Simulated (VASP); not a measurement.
Write the native input for VASP 6.6.1 that does the following.

| Property | Result |
| --- | --- |
| Task | relaxation of cell and atoms |
| Functional | PBE |
| Potentials or basis | VASP PAW PBE potentials, release 64 (Ti_sv, Al) |
| Cutoff | 600 eV |
| k mesh | 6 × 6 × 6 |
| Occupations | gaussian, width 0.1 eV |
| Spin | no spin polarisation |
| Dipole correction | no |
| Further INCAR settings | ALGO = Normal; EDIFF = 1e-06; IBRION = 2; EDIFFG = -0.04; NSW = 90; ISIF = 3 |

The structure of TiAl lies in POSCAR:

```
TiAl
1.0
    3.0179998900      0.0000000000      0.0000000000
    0.0000000000      3.0179998900      0.0000000000
    0.0000000000      0.0000000000      3.0179998900
Ti Al
1 1
Direct
    0.5000000000      0.5000000000      0.5000000000
    0.0000000000      0.0000000000      0.0000000000
```

The input as run:

INCAR

```
PREC = Accurate ; ENCUT = 600
EDIFF = 1E-6 ; ISMEAR = 0
SIGMA = 0.1 ; LREAL = F
LASPH = T ; NELM = 80
ALGO = Normal ; ISIF = 3
LWAVE = F ; LCHARG = F
GGA = PE ; IBRION = 2
NSW = 90 ; EDIFFG = -0.04
```

KPOINTS

```
Automatic mesh
0
Gamma
  6 6 6
```

Potentials or basis: VASP PAW PBE potentials, release 64 (Ti_sv, Al).

Run with:

```bash
$ cat potpaw_PBE.64/Ti_sv/POTCAR potpaw_PBE.64/Al/POTCAR > POTCAR
$ mpirun -np 1 vasp_std > vasp.out
```

It gave:

```
Relaxed volume                        : 16.17 Å³/atom
Relaxed cell                          : a = 3.186 Å, b = 3.186 Å, c = 3.186 Å, α = 90.00°, β = 90.00°, γ = 90.00°
Space group after relaxing (to 0.1 Å) : Pm-3m (No. 221)
Energy gained by relaxing             : 162.6 meV/atom
Ionic steps                           : 3
Pressure after relaxing               : -0.2 GPa
Band gap on the k mesh                : zero (an odd number of electrons rules out a gap without spin polarisation)
```

Caveat: the volume moved by over 15 % at a fixed basis, so the end points are rough.

Run time: 16 s on 1 thread of Intel(R) Xeon(R) Platinum 8175M CPU @ 2.50GHz (Skylake/Cascade Lake), with other jobs on the host, peak memory 0.14 GiB.
